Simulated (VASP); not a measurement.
Wanted: the native input for a VASP 6.6.1 run.

```yaml
Task: single point
Functional: PBE
Potentials_or_basis: VASP PAW PBE potentials, release 64 (Ga_d, N)
Cutoff: 520 eV
k_mesh: 3 × 3 × 3
Occupations: gaussian, width 0.02 eV
Spin: no spin polarisation
Dipole_correction: no
Further_INCAR_settings: LREAL = Auto; ALGO = Normal; EDIFF = 1e-07; NBANDS = 92
```

The structure of Ga9N8 (a cell with a defect) lies in POSCAR:

```
Ga9N8
1.0
    4.5484769843      0.0000000000      4.5484769843
    0.0000000000     -4.5484769843      4.5484769843
    4.5484769843     -4.5484769843      0.0000000000
Ga N
9 8
Direct
   -0.0014009085      0.4855297735      0.5420198912
   -0.0065085522     -0.0019734078      0.4953677919
    0.5004380604      0.4905798156      0.4866253051
    0.5188252042      0.0223763911      0.4545118085
   -0.0254081752      0.4819152669      1.0530888727
   -0.0287267585      0.0749743268      0.9853630161
    0.6317457492      0.4660775480      0.9482514729
    0.4936217129     -0.0003350572      0.9908184686
    0.2637018950      0.7320314056      0.8158979396
    0.0866076714      0.6312853753      0.1685614773
    0.1304339897      0.1178823157      0.1371034749
    0.6098663376      0.6373896164      0.1311454366
    0.6100894892      0.1277264900      0.1054823409
    0.1343118811      0.6301708264      0.6594654673
    0.1474882697      0.1027412036      0.6080057148
    0.6142481340      0.6495771024      0.5848198219
    0.6242456562      0.1222767537      0.6157955750
```

One way to write it, as run:

INCAR

```
  ALGO = Normal
  EDIFF = 1E-7
  ENCUT = 520
  GGA = PE
  ISIF = 2
  ISMEAR = 0
  LASPH = T
  LCHARG = T
  LELF = T
  LREAL = Auto
  LVHAR = T
  LWAVE = F
  NBANDS = 92
  NELM = 80
  PREC = Accurate
  SIGMA = 0.02
```

KPOINTS

```
k-points
0
Gamma
  3 3 3
```

Potentials or basis: VASP PAW PBE potentials, release 64 (Ga_d, N).

Run with:

```console
$ cat potpaw_PBE.64/Ga_d/POTCAR potpaw_PBE.64/N/POTCAR > POTCAR
$ mpirun -np 1 vasp_std > vasp.out
```

It gave:

```
Pressure               : 23.5 GPa
Largest force          : 0.255 eV/Å
Band gap on the k mesh : zero (an odd number of electrons rules out a gap without spin polarisation)
```

Caveat: the k points lie up to 0.40 Å⁻¹ apart, too coarse for converged energies and pressures of a metal.

Run time: 6.6 min on 1 thread of Intel(R) Xeon(R) 6975P-C (Granite Rapids), with other jobs on the host, peak memory 0.4 GiB.
